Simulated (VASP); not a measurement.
# Zn (Fm-3m) in VASP: settings compared, part 2 of 2

VASP 6.6.1.

## Step 3: Single point, PBE0

This run uses another cell than the first one, of 15.17 Å³/atom.

Contents of POSCAR:

```
Zn
1.0
    0.0000000000      1.9647760000      1.9647760000
    1.9647760000      0.0000000000      1.9647760000
    1.9647760000      1.9647760000      0.0000000000
Zn
1
Direct
    0.0000000000      0.0000000000      0.0000000000
```

Contents of INCAR.step1:

```
SYSTEM = Zn
PREC = Accurate
ENCUT = 400
EDIFF = 1E-5
ISMEAR = 1
SIGMA = 0.025
LREAL = .False.
LASPH = .True.
NELM = 120
ALGO = Normal
ISIF = 2
LWAVE = .True.
GGA = PE
NBANDS = 12
GGA_COMPAT = .False.
```

Contents of INCAR.step2:

```
SYSTEM = Zn
PREC = Accurate
ENCUT = 400
EDIFF = 1E-6
ISMEAR = 1
SIGMA = 0.025
LREAL = .False.
LASPH = .True.
NELM = 120
ALGO = Normal
ISIF = 2
LWAVE = .False.
LCHARG = .True.
GGA = PE
LHFCALC = .True.
AEXX = 0.25
PRECFOCK = Normal
LELF = .True.
LVHAR = .True.
ISTART = 1
NBANDS = 12
GGA_COMPAT = .False.
```

Contents of KPOINTS:

```
Automatic mesh
0
Gamma
  8 8 8
  0 0 0
```

Potentials or basis: VASP PAW PBE potentials, release 64 (Zn).

Command:

```
cat potpaw_PBE.64/Zn/POTCAR > POTCAR
cp INCAR.step1 INCAR
mpirun -np 1 vasp_std > vasp.out
cp INCAR.step2 INCAR
mpirun -np 1 vasp_std > vasp.out
```

OUTCAR:

```text
SYSTEM = Zn
   PREC = Accurate
   ENCUT = 400
   EDIFF = 1E-6
   ISMEAR = 1
   LREAL = .False.
   LASPH = .True.
   NELM = 120
   ISIF = 2
   GGA = PE
   LHFCALC = .True.
   AEXX = 0.25
   PRECFOCK = Normal
   ISTART = 1

 ion  position               nearest neighbor table
   1  0.000  0.000  0.000-

  LATTYP: Found a face centered cubic cell.
 ALAT       =     3.9295520000

  Lattice vectors:

 A1 = (   0.0000000000,   1.9647760000,   1.9647760000)
 A2 = (   1.9647760000,   0.0000000000,   1.9647760000)
 A3 = (   1.9647760000,   1.9647760000,   0.0000000000)

Analysis of symmetry for initial positions (statically):
=====================================================================
 Subroutine PRICEL returns:
 Original cell was already a primitive cell.

 Routine SETGRP: Setting up the symmetry group for a
 face centered cubic supercell.

 Subroutine GETGRP returns: Found 48 space group operations
 (whereof 48 operations were pure point group operations)
 out of a pool of 48 trial point group operations.

The static configuration has the point symmetry O_h .

Analysis of symmetry for dynamics (positions and initial velocities):
=====================================================================
 Subroutine PRICEL returns:
 Original cell was already a primitive cell.

 Routine SETGRP: Setting up the symmetry group for a
 face centered cubic supercell.

 Subroutine GETGRP returns: Found 48 space group operations
 (whereof 48 operations were pure point group operations)
 out of a pool of 48 trial point group operations.

The dynamic configuration has the point symmetry O_h .

 Subroutine INISYM returns: Found 48 space group operations
 (whereof 48 operations are pure point group operations),
 and found     1 'primitive' translations

----------------------------------------------------------------------------------------

                                     Primitive cell

[... 117 lines left out ...]
   NKREDX  =     1    reduce k-point grid by
   NKREDY  =     1    reduce k-point grid by
   NKREDZ  =     1    reduce k-point grid by
   AEXX    =    0.2500 exact exchange contribution
   HFSCREEN=    0.0000 screening length (either q_TF or 0.3 A-1)
   HFSCREENC=   0.0000 screening length for correlation (either q_TF or 0.3 A-1)
   ENCUTFOCK=  -1.0 apply spherical cutoff to Coloumb kernel
   IVDW    =     0    specifies the selected vdW correction
   LEPSILON=     F    determine dielectric tensor
   LRPA    =     F    only Hartree local field effects (RPA)
 non-spin polarized calculation
 Methfessel and Paxton  Order N= 1 SIGMA  =   0.03
  energy-cutoff  :      400.00
  volume of cell :       15.17
 maximum number of plane-waves:       290
  NGX = 14; NGY = 14; NGZ = 14

 number of electron      12.0000021 magnetization

 Free energy of the ion-electron system (eV)
  ---------------------------------------------------
  ext. energy  EPLUGINS =         0.00000000
  ---------------------------------------------------
  free energy    TOTEN  =        -1.23221472 eV

  energy without entropy =       -1.23214552  energy(sigma->0) =       -1.23219165

 E-fermi :   3.0044     XC(G=0):  -9.0665

 val. band max:        2.2836337333   @ k =  -0.3750   0.2500   0.1250
 cond. band min:       3.0191849545   @ k =   0.5000   0.1250   0.0000
 fundamental gap:      0.7355512213
 Fermi energy:         3.0043704626

 k-point     1 :       0.0000    0.0000    0.0000
  band No.  band energies     occupation
      1      -9.0790      2.00000
      2      -7.2304      2.00000
      3      -7.2304      2.00000
      4      -7.2304      2.00000
      5      -6.8517      2.00000
      6      -6.8517      2.00000
      7      23.0466      0.00000
      8      23.0466      0.00000
      9      23.0466      0.00000
     10      23.2284      0.00000
     11      25.6007      0.00000
     12      25.6007      0.00000
[... 331 lines left out ...]
 k-point    24 :      -0.3750    0.2500    0.1250
  band No.  band energies     occupation
      1      -7.5535      2.00000
      2      -7.3834      2.00000
      3      -6.9830      2.00000
      4      -6.9783      2.00000
      5      -6.5616      2.00000
      6       1.3298      2.00000
      7       2.2836      2.00000
      8      13.1528      0.00000
      9      13.5228      0.00000
     10      22.2563      0.00000
     11      25.2386      0.00000
     12      32.9033      0.00000

 [... further k-points ...]
[... 5 lines left out ...]
  --------------------------------------------------------------------------------------
  -------------------------------------------------------------------------------------
  Total       -0.0632971     -0.0632971     -0.0632971      0.0000000      0.0000000     -0.0000000
  in kB       -6.6853660     -6.6853660     -6.6853660      0.0000000      0.0000000     -0.0000000
  external PRESSURE =      -6.6853660 kB  Pullay stress =       0.0000000 kB

 VOLUME and BASIS-vectors are now :
 -----------------------------------------------------------------------------
  energy-cutoff  :      400.00
  volume of cell :       15.17
      direct lattice vectors                 reciprocal lattice vectors
     0.000000000  1.964776000  1.964776000    -0.254481936  0.254481936  0.254481936
     1.964776000  0.000000000  1.964776000     0.254481936 -0.254481936  0.254481936
     1.964776000  1.964776000  0.000000000     0.254481936  0.254481936 -0.254481936

 POSITION                                       TOTAL-FORCE (eV/Angst)
 -----------------------------------------------------------------------------------
      0.00000      0.00000      0.00000         0.000000      0.000000      0.000000
 -----------------------------------------------------------------------------------
    total drift:                               -0.000000     -0.000000     -0.000000

  FREE ENERGIE OF THE ION-ELECTRON SYSTEM (eV)
  ---------------------------------------------------
  free  energy   TOTEN  =        -1.2322147156 eV

  energy  without entropy=       -1.2321455222  energy(sigma->0) =       -1.23219165
```

OUTCAR.step1:

```text
SYSTEM = Zn
   PREC = Accurate
   ENCUT = 400
   EDIFF = 1E-5
   ISMEAR = 1
   LREAL = .False.
   LASPH = .True.
   NELM = 120
[... 576 lines left out ...]
 -----------------------------------------------------------------------------------
      0.00000      0.00000      0.00000         0.000000      0.000000      0.000000
 -----------------------------------------------------------------------------------
    total drift:                                0.000000     -0.000000     -0.000000

  FREE ENERGIE OF THE ION-ELECTRON SYSTEM (eV)
  ---------------------------------------------------
  free  energy   TOTEN  =        -1.0781814986 eV

  energy  without entropy=       -1.0781122411  energy(sigma->0) =       -1.07815841
```

OSZICAR.step1:

```text
N       E                     dE             d eps       ncg     rms          rms(c)
DAV:   1     0.346940443875E+02    0.34694E+02   -0.55095E+03   748   0.132E+03
DAV:   2    -0.333949721366E+00   -0.35028E+02   -0.33665E+02   708   0.181E+02
DAV:   3    -0.117534364535E+01   -0.84139E+00   -0.84047E+00   812   0.295E+01
DAV:   4    -0.117669906965E+01   -0.13554E-02   -0.13554E-02   808   0.116E+00
DAV:   5    -0.117670017296E+01   -0.11033E-05   -0.11032E-05   708   0.323E-02    0.281E+00
DAV:   6    -0.108525982385E+01    0.91440E-01   -0.48473E-01   844   0.140E+01    0.214E+00
DAV:   7    -0.108036146606E+01    0.48984E-02   -0.88837E-03   776   0.182E+00    0.108E+00
DAV:   8    -0.107817479066E+01    0.21867E-02   -0.10406E-03   848   0.451E-01    0.359E-02
DAV:   9    -0.107818149858E+01   -0.67079E-05   -0.84942E-05   896   0.120E-01
   1 F= -.10781815E+01 E0= -.10781584E+01  d E =-.692574E-04
```

It took 15 min on 1 thread of Intel Xeon Platinum 8124M at 3.00GHz (Skylake/Cascade Lake), shared host; peak memory 0.13 GiB.

What came out:

```
Free energy            : -1.2322 eV
Pressure               : -0.7 GPa
Band gap on the k mesh : zero (bands 6 and 7 overlap by 4.47 eV)
```

Levels at points of the mesh, in eV from the Fermi level:
```csv
k point,band 2,band 3,band 4,band 5,band 6,band 7,band 8,band 9,band 10,band 11
"(0.00, 0.00, 0.00)",-10.23,-10.23,-10.23,-9.86,-9.86,20.04,20.04,20.04,20.22,22.60
"(0.50, 0.00, 0.00)",-10.24,-10.24,-9.55,-9.55,-3.61,-1.69,16.96,16.96,18.69,20.39
"(0.50, 0.50, 0.00)",-10.85,-9.57,-9.46,-9.46,-1.41,2.42,9.73,9.73,13.25,14.72
```

Caveat: the PAW data sets were made with another functional, which shifts forces and pressure a little.

## Step 4: Single point, r2SCANh+D4

This run uses another cell than the first one, of 14.87 Å³/atom.

Contents of POSCAR:

```
Zn
1.0
    0.0000000000      1.9515891866      1.9515891866
    1.9515891866      0.0000000000      1.9515891866
    1.9515891866      1.9515891866      0.0000000000
Zn
1
Direct
    0.0000000000      0.0000000000      0.0000000000
```

Contents of INCAR.step1:

```
SYSTEM = Zn
  PREC = Accurate
  ENCUT = 440
  EDIFF = 1E-5
  ISMEAR = 0
  SIGMA = 0.02
  LREAL = .FALSE.
  LASPH = .TRUE.
  NELM = 120
  ALGO = Normal
  ISIF = 2
  LWAVE = .TRUE.
  LCHARG = .FALSE.
  NBANDS = 12
  GGA = PE
  GGA_COMPAT = .FALSE.
```

Contents of INCAR.step2:

```
SYSTEM = Zn
  PREC = Accurate
  ENCUT = 440
  EDIFF = 1E-6
  ISMEAR = 0
  SIGMA = 0.02
  LREAL = .FALSE.
  LASPH = .TRUE.
  NELM = 120
  ALGO = Normal
  ISIF = 2
  LWAVE = .FALSE.
  LCHARG = .FALSE.
  METAGGA = R2SCAN
  LHFCALC = .TRUE.
  AEXX = 0.1
  LMIXTAU = .TRUE.
  PRECFOCK = Normal
  IVDW = 13
  VDW_S6 = 1.0
  VDW_S8 = 0.8324
  VDW_A1 = 0.4944
  VDW_A2 = 5.9019
  NBANDS = 12
  ISTART = 1
  GGA_COMPAT = .FALSE.
```

Contents of KPOINTS:

```
regular mesh
0
G
  8 8 8
  0 0 0
```

Command:

```
cat potpaw_PBE.64/Zn/POTCAR > POTCAR
cp INCAR.step1 INCAR
mpirun -np 1 vasp_std > vasp.out
cp INCAR.step2 INCAR
mpirun -np 1 vasp_std > vasp.out
```

Run time: 47 min. Hardware: 1 thread of Intel Xeon 8259CL, shared host; peak memory 0.14 GiB.

It converged, with:

```
Free energy                : -8.3313 eV
Pressure                   : -3.7 GPa
Band gap on the k mesh     : zero (bands 6 and 7 overlap by 3.96 eV)
Dispersion energy per atom : -0.132 eV
```

Levels at points of the mesh, in eV from the Fermi level:
| k point | band 3 | band 4 | band 5 | band 6 | band 7 | band 8 | band 9 | band 10 |
| --- | --- | --- | --- | --- | --- | --- | --- | --- |
| (0.00, 0.00, 0.00) | -8.84 | -8.84 | -8.44 | -8.44 | 20.41 | 20.41 | 20.41 | 20.47 |
| (0.50, 0.00, 0.00) | -8.85 | -8.13 | -8.13 | -3.30 | -1.28 | 17.17 | 17.17 | 19.00 |
| (0.50, 0.50, 0.00) | -8.15 | -8.05 | -8.05 | -1.16 | 2.41 | 9.68 | 9.68 | 13.10 |

Caveat: the cell stands under tension; the PAW data sets were made with another functional, which shifts forces and pressure a little.

## Step 5: The runs side by side

```tsv
level	cell	k mesh	cutoff (eV)	smearing	grid for exact exchange (PRECFOCK)	share of exact exchange	gap on the mesh (eV)	pressure (GPa)
PBE+D3(BJ)	a = 2.993 Å, angles 60.0°, 1 atom	12 × 12 × 12	500	fermi-dirac 0.05 eV	-	-	none	-10.8
PBE0	a = 2.779 Å, angles 60.0°, 1 atom	8 × 8 × 8	400	methfessel-paxton 0.025 eV	Normal	0.25	none	-0.7
r2SCANh+D4	a = 2.760 Å, angles 60.0°, 1 atom	8 × 8 × 8	440	gaussian 0.02 eV	Normal	0.1	none	-3.7
```

Alike in all rows: task single point; potentials or basis VASP PAW PBE potentials, release 64 (Zn); no spin polarisation.

Caveats: the cell stands under tension (at least some runs); the PAW data sets were made with another functional, which shifts forces and pressure a little (at least some runs).

Total energies depend on the potentials used, so only differences within one code and one set of settings carry meaning.
